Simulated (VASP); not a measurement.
# Sb (P2_1/m) in VASP: settings compared

Aim: see how the results for Sb move with the level of theory and the settings. Levels: PBE, PBE+D4, PBEsol+D3(BJ). Tasks: single point.

All numbers are computed with VASP 6.6.1; they aren't measurements. Logs are shortened: lines on timing, memory, paths and dates and some standing lists are left out, and cuts for length are marked.

## Step 1: The cell of the first run

It takes space group P2_1/m (No. 11, monoclinic). Conventional cell: a = 3.122 Å, b = 4.348 Å, c = 4.406 Å, α = 90.00°, β = 90.51°, γ = 90.00°. Sb (site symmetry m) has 6 Sb at 3.04 to 3.15 Å within 4.0 Å.

## Step 2: Single point, PBE

INCAR

```
ALGO = Normal
EDIFF = 1E-6
ENCUT = 500
GGA = PE
GGA_COMPAT = F
ISIF = 2
ISMEAR = 0
ISYM = 0
LASPH = T
LCHARG = T
LELF = T
LREAL = F
LVHAR = T
LWAVE = F
NBANDS = 12
NELM = 120
PREC = Accurate
SIGMA = 0.1
```

KPOINTS

```
k-points
0
Gamma
  4 1 4
```

POSCAR

```
Sb
1.0
    3.1224020000      0.0000000000      0.0000000000
    0.0000000000      4.3475180000      0.0000000000
   -0.0389150000      0.0000000000      4.4058520000
Sb
2
Direct
    0.9886110000      0.7500000000      0.7588340000
    0.0113890000      0.2500000000      0.2411660000
```

Potentials or basis: VASP PAW PBE potentials, release 64 (Sb).

Command:

```bash
$ cat potpaw_PBE.64/Sb/POTCAR > POTCAR
$ mpirun -np 1 vasp_std > vasp.out
```

OUTCAR:

```text
EDIFF = 1E-6
   ENCUT = 500
   GGA = PE
   ISIF = 2
   ISMEAR = 0
   ISYM = 0
   LASPH = T
   LREAL = F
   NELM = 120
   PREC = Accurate

 ion  position               nearest neighbor table
   1  0.989  0.750  0.759-   2 3.04   2 3.04   2 3.15   2 3.15
   2  0.011  0.250  0.241-   1 3.04   1 3.04   1 3.15   1 3.15

IMPORTANT INFORMATION: All symmetrisations will be switched off!
NOSYMM: (Re-)initialisation of all symmetry stuff for point group C_1.

----------------------------------------------------------------------------------------

                                     Primitive cell

  volume of cell :      59.8081

  direct lattice vectors                    reciprocal lattice vectors
     3.122402000  0.000000000  0.000000000     0.320266257  0.000000000  0.002828774
     0.000000000  4.347518000  0.000000000     0.000000000  0.230016299  0.000000000
    -0.038915000  0.000000000  4.405852000     0.000000000  0.000000000  0.226970856

  length of vectors
     3.122402000  4.347518000  4.406023856     0.320278749  0.230016299  0.226970856

  position of ions in fractional coordinates (direct lattice)
     0.988611000  0.750000000  0.758834000
     0.011389000  0.250000000  0.241166000

  ion indices of the primitive-cell ions
   primitive index   ion index
                 1           1
                 2           2

----------------------------------------------------------------------------------------

 KPOINTS: k-points

Automatic generation of k-mesh.
 Grid dimensions read from file:
 generate k-points for:    4    1    4

 Generating k-lattice:

  Cartesian coordinates                     Fractional coordinates (reciprocal lattice)
     0.080066564  0.000000000  0.000707194     0.250000000  0.000000000  0.000000000
     0.000000000  0.230016299  0.000000000     0.000000000  1.000000000  0.000000000
     0.000000000  0.000000000  0.056742714     0.000000000  0.000000000  0.250000000

  Length of vectors
     0.080069687  0.230016299  0.056742714

  Shift w.r.t. Gamma in fractional coordinates (k-lattice)
     0.000000000  0.000000000  0.000000000

 Subroutine IBZKPT returns following result:
 ===========================================

 Found     10 irreducible k-points:

 Following reciprocal coordinates:
            Coordinates               Weight
  0.000000  0.000000  0.000000      1.000000
  0.250000  0.000000  0.000000      2.000000
  0.500000  0.000000  0.000000      1.000000
  0.000000  0.000000  0.250000      2.000000
  0.250000  0.000000  0.250000      2.000000
  0.500000  0.000000  0.250000      2.000000
 -0.250000  0.000000  0.250000      2.000000
  0.000000  0.000000  0.500000      1.000000
  0.250000  0.000000  0.500000      2.000000
  0.500000  0.000000  0.500000      1.000000
   k-points           NKPTS =     10   k-points in BZ     NKDIM =     10   number of bands    NBANDS=     12
   number of dos      NEDOS =    301   number of ions     NIONS =      2
   total plane-waves  NPLWV =  24576
   dimension x,y,z NGX =    24 NGY =   32 NGZ =   32
   dimension x,y,z NGXF=    48 NGYF=   64 NGZF=   64
   ions per type =               2
   NGX,Y,Z   is equivalent  to a cutoff of  12.78, 12.24, 12.07 a.u.
   NGXF,Y,Z  is equivalent  to a cutoff of  25.56, 24.47, 24.15 a.u.
 SYSTEM =  unknown system
   PREC   = accura    normal or accurate (medium, high low for compatibility)
   ISTART =      0    job   : 0-new  1-cont  2-samecut
   ICHARG =      2    charge: 1-file 2-atom 10-const
   ISPIN  =      1    spin polarized calculation?
   LNONCOLLINEAR =      F non collinear calculations
   LSORBIT =      F    spin-orbit coupling
   LASPH  =      T    aspherical Exc in radial PAW
   ENCUT  =  500.0 eV  36.75 Ry    6.06 a.u.   5.69  7.93  8.03*2*pi/ulx,y,z
   NELM   =    120;   NELMIN=  2; NELMDL= -5     # of ELM steps
   EDIFF  = 0.1E-05   stopping-criterion for ELM
   LREAL  =      F    real-space projection
   EDIFFG = 0.1E-04   stopping-criterion for IOM
   NSW    =      0    number of steps for IOM
   IBRION =     -1    ionic relax: 0-MD 1-quasi-New 2-CG
   NFREE  =      0    steps in history (QN), initial steepest desc. (CG)
   ISIF   =      2    stress and relaxation
   ISYM   =      0    0-nonsym 1-usesym 2-fastsym
   POTIM  = 0.5000    time-step for ionic-motion
   TEBEG  =    0.0;   TEEND  =   0.0 temperature during run
   PSTRESS=    0.0 pullay stress
   NELECT =      10.0000    total number of electrons
   NUPDOWN=      -1.0000    fix difference up-down
   EMIN   =  10.00;   EMAX   =-10.00  energy-range for DOS
   EFERMI =   0.00;   METHOD = LEGACY
   ISMEAR =     0;   SIGMA  =   0.10  broadening in eV -4-tet -1-fermi 0-gaus
   EFERMI_NEDOS =   21; number of points for ismear=-14 and -15
   IALGO  =     38    algorithm
   IMIX   =      4    mixing-type and parameters
     AMIX     =   0.40;   BMIX     =  1.00
     AMIX_MAG =   1.60;   BMIX_MAG =  1.00
  volume/ion in A,a.u.               =      29.90       201.80
  Fermi-wavevector in a.u.,A,eV,Ry     =   0.901893  1.704330 11.067117  0.813410
  Thomas-Fermi vector in A             =   2.025029
   LORBIT       =      0    0 simple, 1 ext, 2 COOP (PROOUT), +10 PAW based schemes
   GGA     = PE    functional components
   LHFCALC =     F    Hartree Fock is set to
   AEXX    =    0.0000 exact exchange contribution
   IVDW    =     0    specifies the selected vdW correction
   LEPSILON=     F    determine dielectric tensor
   LRPA    =     F    only Hartree local field effects (RPA)
 non-spin polarized calculation
 Gauss-broadening in eV      SIGMA  =   0.10
  energy-cutoff  :      500.00
  volume of cell :       59.81
 maximum number of plane-waves:      1528
 NGX is ok and might be reduce to    24
   NGX = 11   NGY = 15   NGZ = 17

 number of electron      10.0000000 magnetization

 number of electron       9.9999999 magnetization

 Free energy of the ion-electron system (eV)
  ---------------------------------------------------
  ext. energy  EPLUGINS =         0.00000000
  ---------------------------------------------------
  free energy    TOTEN  =        -5.61153790 eV

  energy without entropy =       -5.59811464  energy(sigma->0) =       -5.60482627

 E-fermi :   6.8699     XC(G=0):  -9.5403

 val. band max:        6.8283628455   @ k =   0.5000   0.0000   0.2500
 cond. band min:       6.9049863857   @ k =   0.2500   0.0000   0.5000
 fundamental gap:      0.0766235402
 Fermi energy:         6.8699101119

 k-point     1 :       0.0000    0.0000    0.0000
  band No.  band energies     occupation
      1      -5.1789      2.00000
      2      -0.0713      2.00000
      3       3.5668      2.00000
      4       3.7170      2.00000
      5       9.3314      0.00000
      6      10.3073      0.00000
      7      10.5017      0.00000
      8      10.5941      0.00000
      9      13.9246      0.00000
     10      14.1304      0.00000
     11      14.5622      0.00000
     12      15.5168      0.00000

 k-point     2 :       0.2500    0.0000    0.0000
  band No.  band energies     occupation
      1      -4.3237      2.00000
      2       0.8409      2.00000
      3       4.3296      2.00000
      4       4.4803      2.00000
      5       5.1639      2.00000
      6       9.6649      0.00000
      7      10.1624      0.00000
      8      11.2995      0.00000
      9      11.3940      0.00000
     10      14.6941      0.00000
     11      14.8058      0.00000
     12      14.8781      0.00000

 k-point     3 :       0.5000    0.0000    0.0000
  band No.  band energies     occupation
      1      -2.8489      2.00000
      2       1.6486      2.00000
      3       2.7105      2.00000
      4       5.4116      2.00000
      5       5.5656      2.00000
      6       5.7461      2.00000
      7      11.7437      0.00000
      8      12.0019      0.00000
      9      12.0203      0.00000
     10      12.5274      0.00000
     11      12.6354      0.00000
     12      14.1287      0.00000

 k-point     4 :       0.0000    0.0000    0.2500
  band No.  band energies     occupation
      1      -4.7306      2.00000
      2      -1.4517      2.00000
      3       4.2688      2.00000
      4       4.6105      2.00000
      5       8.3996      0.00000
      6       8.6931      0.00000
      7      10.7469      0.00000
      8      11.1215      0.00000
      9      13.5353      0.00000
     10      14.7319      0.00000
     11      16.8619      0.00000
     12      17.7114      0.00000

 k-point     5 :       0.2500    0.0000    0.2500
  band No.  band energies     occupation
      1      -3.8659      2.00000
      2      -0.5931      2.00000
      3       5.0452      2.00000
      4       5.4071      2.00000
      5       5.5718      2.00000
      6       8.7329      0.00000
      7       9.1636      0.00000
      8       9.5321      0.00000
      9      11.9611      0.00000
     10      14.9156      0.00000
     11      15.2462      0.00000
     12      17.5745      0.00000

 k-point     6 :       0.5000    0.0000    0.2500
  band No.  band energies     occupation
      1      -2.3946      2.00000
      2       1.0293      2.00000
      3       2.0979      2.00000
      4       4.8914      2.00000
      5       6.1360      2.00000
      6       6.8284      1.44318
      7      10.3532      0.00000
      8      10.9281      0.00000
      9      11.8078      0.00000
     10      12.5289      0.00000
     11      13.5848      0.00000
     12      15.1657      0.00000

 k-point     7 :      -0.2500    0.0000    0.2500
  band No.  band energies     occupation
      1      -3.8830      2.00000
      2      -0.5534      2.00000
      3       5.0278      2.00000
      4       5.3565      2.00000
      5       5.6479      2.00000
      6       8.6092      0.00000
      7       9.2135      0.00000
      8       9.5983      0.00000
      9      11.8958      0.00000
     10      14.9585      0.00000
     11      15.2993      0.00000
     12      17.4673      0.00000

 k-point     8 :       0.0000    0.0000    0.5000
  band No.  band energies     occupation
      1      -3.5760      2.00000
      2      -3.2434      2.00000
      3       5.6797      2.00000
      4       6.1189      2.00000
      5       6.3618      2.00000
      6       6.4252      2.00000
      7      11.8179      0.00000
      8      12.1394      0.00000
      9      15.0278      0.00000
     10      15.2003      0.00000
     11      16.0160      0.00000
     12      16.2588      0.00000

 k-point     9 :       0.2500    0.0000    0.5000
  band No.  band energies     occupation
      1      -2.7178      2.00000
      2      -2.3788      2.00000
      3       6.4518      2.00000
      4       6.5390      2.00000
      5       6.7385      1.93697
      6       6.9050      0.61986
      7       7.4453      0.00000
      8       7.5516      0.00000
      9      15.7172      0.00000
     10      15.8387      0.00000
     11      16.3850      0.00000
     12      16.4087      0.00000

 k-point    10 :       0.5000    0.0000    0.5000
  band No.  band energies     occupation
      1      -1.2213      2.00000
      2      -0.8602      2.00000
      3       3.1747      2.00000
      4       3.4287      2.00000
      5       7.5705      0.00000
      6       8.0629      0.00000
      7       8.7562      0.00000
      8       8.7663      0.00000
      9      12.7664      0.00000
     10      13.0204      0.00000
     11      13.6552      0.00000
     12      13.8688      0.00000

------------------------ aborting loop because EDIFF is reached ----------------------------------------

  FORCE on cell =-STRESS in cart. coord.  units (eV):
  Direction    XX          YY          ZZ          XY          YZ          ZX
  --------------------------------------------------------------------------------------
  -------------------------------------------------------------------------------------
  Total        1.0322036      9.3395776     -1.1371269     -0.0000012     -0.0000020      0.1152107
  in kB       27.6513183    250.1944720    -30.4620687     -0.0000324     -0.0000527      3.0863376
  external PRESSURE =      82.4612405 kB  Pullay stress =       0.0000000 kB

 VOLUME and BASIS-vectors are now :
 -----------------------------------------------------------------------------
  energy-cutoff  :      500.00
  volume of cell :       59.81
      direct lattice vectors                 reciprocal lattice vectors
     3.122402000  0.000000000  0.000000000     0.320266257  0.000000000  0.002828774
     0.000000000  4.347518000  0.000000000     0.000000000  0.230016299  0.000000000
    -0.038915000  0.000000000  4.405852000     0.000000000  0.000000000  0.226970856

 POSITION                                       TOTAL-FORCE (eV/Angst)
 -----------------------------------------------------------------------------------
      3.05731      3.26064      3.34331        -0.024946     -0.000001      0.409704
      0.02618      1.08688      1.06254         0.024946      0.000001     -0.409704
 -----------------------------------------------------------------------------------
    total drift:                                0.000001     -0.000000     -0.000003

  FREE ENERGIE OF THE ION-ELECTRON SYSTEM (eV)
  ---------------------------------------------------
  free  energy   TOTEN  =        -5.6115379019 eV

  energy  without entropy=       -5.5981146409  energy(sigma->0) =       -5.60482627
```

It took 6.4 s on 1 thread of Intel Xeon 6975P-C, shared host; peak memory 0.16 GiB.

What came out:

* Free energy: -5.6115 eV
* Pressure: 8.2 GPa
* Largest force: 0.410 eV/Å
* Band gap on the k mesh: zero (band 5 reaches 9.33 eV, above the bottom of band 6 at 5.75 eV)

Forces on the atoms (eV/Å):
```
Sb  -0.025  0.000  0.410
Sb   0.025  0.000 -0.410
```

Stress tensor (GPa, compression positive):
```
 2.77  0.00  0.31
 0.00 25.02  0.00
 0.31  0.00 -3.05
```

Caveat: the k points lie up to 1.45 Å⁻¹ apart; spin-orbit coupling is left out, which moves the levels of the heavy elements.

## Step 3: Single point, PBE+D4

INCAR

```
PREC = Accurate
ENCUT = 500
EDIFF = 1E-6
ISMEAR = 0
SIGMA = 0.1
LREAL = False
LASPH = True
NELM = 120
ALGO = Normal
ISIF = 2
LWAVE = False
LCHARG = False
GGA = PE
IVDW = 13
NBANDS = 12
GGA_COMPAT = False
```

KPOINTS

```
regular mesh
0
Gamma
  6 4 4
```

POSCAR is that of step 2.

Potentials or basis: VASP PAW PBE potentials, release 64 (Sb).

Command:

```bash
$ cat potpaw_PBE.64/Sb/POTCAR > POTCAR
$ mpirun -np 1 vasp_std > vasp.out
```

Wall time 12 s (1 thread of Intel Xeon 6975P-C, shared host); peak memory 0.17 GiB.

The run converged. Its results:

| Item | Value |
| --- | --- |
| Free energy | -9.2405 eV |
| Pressure | -1.9 GPa |
| Largest force | 0.074 eV/Å |
| Band gap on the k mesh | zero (band 5 reaches 12.22 eV, above the bottom of band 6 at 3.63 eV) |
| Dispersion energy per atom | -0.515 eV |

Forces on the atoms (eV/Å):
```
Sb   0.031  0.000 -0.067
Sb  -0.031  0.000  0.067
```

Stress tensor (GPa, compression positive):
```
-5.96  0.00  0.04
 0.00  0.31  0.00
 0.04  0.00 -0.06
```

Levels at points of the mesh, in eV from the Fermi level:
```csv
k point,band 3,band 4,band 5,band 6,band 7,band 8
"(0.00, 0.00, 0.00)",-3.50,-3.37,2.19,3.16,3.39,3.52
"(0.50, 0.00, 0.00)",-4.45,-1.65,-1.52,-1.45,4.61,4.90
"(0.00, 0.50, 0.00)",-1.36,-1.36,-0.78,-0.78,4.85,4.85
"(0.50, 0.50, 0.00)",-3.84,-3.84,0.59,0.59,1.58,1.58
"(0.00, 0.00, 0.50)",-1.46,-0.93,-0.80,-0.65,4.63,5.01
"(0.50, 0.00, 0.50)",-4.02,-3.71,0.44,1.02,1.60,1.70
"(0.00, 0.50, 0.50)",-5.49,-5.49,5.18,5.18,5.44,5.44
"(0.50, 0.50, 0.50)",-3.51,-3.51,-3.41,-3.41,2.24,2.24
```

Caveat: the k points lie up to 0.36 Å⁻¹ apart; spin-orbit coupling is left out, which moves the levels of the heavy elements; pairwise dispersion overbinds metals, which lowers pressure and volume.

[end of part 1 of 2]
